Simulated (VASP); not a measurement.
Set up this calculation in VASP 6.6.1, as the native input.

* Task: relaxation of cell and atoms
* Functional: PBE
* Potentials or basis: VASP PAW PBE potentials, release 64 (Zn, O)
* Cutoff: 600 eV
* k mesh: 12 × 12 × 12
* Occupations: gaussian, width 0.1 eV
* Spin: no spin polarisation
* Dipole correction: no
* Further INCAR settings: ALGO = Normal; EDIFF = 1e-06; IBRION = 2; EDIFFG = -0.01; NSW = 100; ISIF = 3

The structure of Zn3O4 lies in POSCAR:

```
Zn3O4
1.0
    5.4034902451      0.0000000000      0.0000000000
   -2.7017451226      4.6795598214      0.0000000000
    0.0000000000      0.0000000000      3.2359944571
Zn O
3 4
Direct
    0.0000000000      0.5000000000      0.0000000000
    0.5000000000      0.0000000000      0.0000000000
    0.5000000000      0.5000000000      0.0000000000
    0.0000000000      0.0000000000      0.2087979439
    0.0000000000      0.0000000000      0.7912020561
    0.3333333333      0.6666666667      0.5000000000
    0.6666666667      0.3333333333      0.5000000000
```

The input as run:

INCAR

```
PREC = Accurate
ENCUT = 600
EDIFF = 1E-6
ISMEAR = 0
SIGMA = 0.1
LREAL = F
LASPH = T
NELM = 100
ALGO = Normal
ISIF = 3
LWAVE = F
LCHARG = F
GGA = PE
IBRION = 2
NSW = 100
EDIFFG = -0.01
```

KPOINTS

```
regular mesh
0
Gamma
  12 12 12
```

Potentials or basis: VASP PAW PBE potentials, release 64 (Zn, O).

Run with:

```console
$ cat potpaw_PBE.64/Zn/POTCAR potpaw_PBE.64/O/POTCAR > POTCAR
$ mpirun -np 1 vasp_std > vasp.out
```

It gave:

```
Relaxed volume                         : 11.74 Å³/atom
Relaxed cell                           : a = 5.423 Å, b = 5.423 Å, c = 3.227 Å, α = 90.00°, β = 90.00°, γ = 120.00°
Space group after relaxing (to 0.05 Å) : P6/mmm (No. 191)
Energy gained by relaxing              : 0.5 meV/atom
Ionic steps                            : 6
Pressure after relaxing                : 0.1 GPa
Band gap on the k mesh                 : zero (band 30 reaches 3.36 eV, above the bottom of band 31 at 2.51 eV)
```

Wall time 25 min on 1 thread of Intel(R) Xeon(R) Platinum 8488C (Sapphire Rapids), with other jobs on the host, peak memory 0.53 GiB.
